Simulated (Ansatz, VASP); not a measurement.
## SnO2: VASP beside Ansatz

```
Sn O
1.0
     3.17794    0.00000    0.00000
    -1.58897    2.75218    0.00000
     0.00000    0.00000   10.11343
Sn O
2 4
Cartesian
  -0.6192 -0.4128 5.0567
  0.6192 0.4128 0.0000
  0.9610 0.4987 4.0491
  2.2170 1.3361 1.0076
  -0.6280 1.4161 6.0643
  0.6280 2.2535 9.1058
```

Change from the starting cell: mode 1 frozen in at -0.628 Å and mode 2 at -0.419 Å (largest displacements).

Alike in both runs: task single point; functional PBEsol; dispersion D3(BJ); k mesh 12 × 12 × 4; occupations gaussian, width 0.05 eV; no spin polarisation.

```csv
,VASP,Ansatz
version,VASP 6.6.1,Ansatz 0.2.0
potentials or method,"VASP PAW PBE potentials, release 64 (Sn_d, O), cutoff 520 eV","scalar-relativistic, plane waves, PAW"
valence electrons in the cell,52,52
```

VASP gave:

| Quantity | Value |
| --- | --- |
| gap on the k mesh at the Fermi level (eV) | 2.33 |
| least direct gap on the mesh (eV) | 2.63 |
| pressure (GPa) | 0.3 |
| traceless stress, the component that is largest in VASP (GPa) | -1.77 |
| rms of the force components (eV/Å) | 0.088 |

Q: Estimate Ansatz's values.

A: gap on the k mesh at the Fermi level (eV): 2.35; least direct gap on the mesh (eV): 2.64; pressure (GPa): -0.4; traceless stress, the component that is largest in VASP (GPa): -1.35; rms of the force components (eV/Å): 0.070.

VASP's potentials were made for PBE, not for PBEsol, and Ansatz warns of the same on its side. Atom by atom the forces differ by 0.030 eV/Å (rms over components).
